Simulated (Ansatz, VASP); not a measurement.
Zn5O: VASP beside Ansatz

INCAR

```
SYSTEM = Zn5O
PREC = Accurate
ENCUT = 520
EDIFF = 1E-6
ISMEAR = 0
SIGMA = 0.1
LREAL = .False.
LASPH = .True.
NELM = 150
ALGO = Normal
ISIF = 2
LWAVE = .False.
LCHARG = .True.
ISPIN = 2
MAGMOM = 0 0 0 0 0 1
LORBIT = 11
GGA = PE
LELF = .True.
LVHAR = .True.
NBANDS = 46
```

The input KPOINTS:

```
regular mesh
0
Gamma
  6 6 4
  0 0 0
```

Contents of POSCAR:

```
Zn5O
1.0
    4.9224642100      0.0000000000      0.0000000000
   -2.4612321000      4.2629790500      0.0000000000
    0.0000000000      0.0000000000      4.1359137800
Zn O
5 1
Direct
    0.0000000000      0.5000000000      0.5000000000
    0.3333333300      0.6666666700      0.0000000000
    0.6666666700      0.3333333300      0.0000000000
    0.5000000000      0.0000000000      0.5000000000
    0.5000000000      0.5000000000      0.5000000000
    0.0000000000      0.0000000000      0.0000000000
```

Input for Ansatz:

```yaml
crystal:
  lattice:
    - [4.92246421, 0.0, 0.0]
    - [-2.4612321, 4.26297905, 0.0]
    - [0.0, 0.0, 4.13591378]
  atoms:
    - { symbol: Zn, position: [0.0, 0.5, 0.5] }
    - { symbol: Zn, position: [0.33333333, 0.66666667, 0.0] }
    - { symbol: Zn, position: [0.66666667, 0.33333333, 0.0] }
    - { symbol: Zn, position: [0.5, 0.0, 0.5] }
    - { symbol: Zn, position: [0.5, 0.5, 0.5] }
    - { symbol: O, position: [0.0, 0.0, 0.0], spin: 1.0 }
basis:
  ecutwfc: 420
kpoints:
  mp_grid: { grid: [6, 6, 4] }
hamiltonian:
  xc: pbe
scf:
  occupations: { method: gaussian, width: 0.1 }
  lower_state_search: "off"
output:
  forces: true
  stress: true
  eigenvalues: true
  populations: true
magnetization:
  spin_polarized: true
```

Change from the starting cell: species swapped into the LaPd5 type (P6/mmm, No. 191).

Alike in both runs: task single point; functional PBE; k mesh 6 × 6 × 4; occupations gaussian, width 0.1 eV; collinear spin.

```csv
,VASP,Ansatz
version,VASP 6.6.1,Ansatz 0.2.0
potentials or method,"VASP PAW PBE potentials, release 64 (Zn, O), cutoff 520 eV","scalar-relativistic, plane waves, PAW"
valence electrons in the cell,66,66
```

```tsv
	VASP	Ansatz	Ansatz less VASP
gap on the k mesh at the Fermi level (eV)	none	none	-
pressure (GPa)	8.5	8.4	-0.09
traceless stress, the component that is largest in VASP (GPa)	3.59	3.23	-0.368
net moment per atom (μB)	0.00	0.11	+0.112
size of the moment on the site where the two differ most (μB)	0.00	0.46	+0.463
```

The net moments are unlike, so the other rows may belong to different states. Site moments also hang on the region over which each program counts them. A gap of «none» marks a metal or a gap that the smearing closes.

The k mesh is coarse, so the values compare programs but aren't converged.
